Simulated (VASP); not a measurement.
A run of VASP 6.6.1 is set up as follows.

Contents of INCAR:

```
  PREC = Accurate
  ENCUT = 520
  EDIFF = 1E-6
  ISMEAR = 0
  SIGMA = 0.1
  LREAL = False
  LASPH = True
  NELM = 80
  ALGO = Normal
  ISIF = 2
  LWAVE = False
  LCHARG = False
  GGA = PE
  NBANDS = 34
```

KPOINTS

```
Automatic mesh
0
Gamma
  8 8 8
```

POSCAR

```
P7Ru
1.0
    0.0000000000      3.8476208422      3.8476208422
    3.8476208422      0.0000000000      3.8476208422
    3.8476208422      3.8476208422      0.0000000000
P Ru
7 1
Direct
    0.0000000000      0.0000000000      0.0000000000
    0.0000000000      0.5000000000      0.0000000000
    0.5000000000      0.0000000000      0.0000000000
    0.0000000000      0.5000000000      0.5000000000
    0.5000000000      0.0000000000      0.5000000000
    0.0000000000      0.0000000000      0.5000000000
    0.5000000000      0.5000000000      0.0000000000
    0.5000000000      0.5000000000      0.5000000000
```

Potentials or basis: VASP PAW PBE potentials, release 64 (P, Ru_pv).

Run with:

```console
$ cat potpaw_PBE.64/P/POTCAR potpaw_PBE.64/Ru_pv/POTCAR > POTCAR
$ mpirun -np 1 vasp_std > vasp.out
```

(1) What does it give for the band gap on the k mesh?

(2) What does it give for the pressure?

Answers

(1) zero (an odd number of electrons rules out a gap without spin polarisation).

(2) -0.2 GPa.
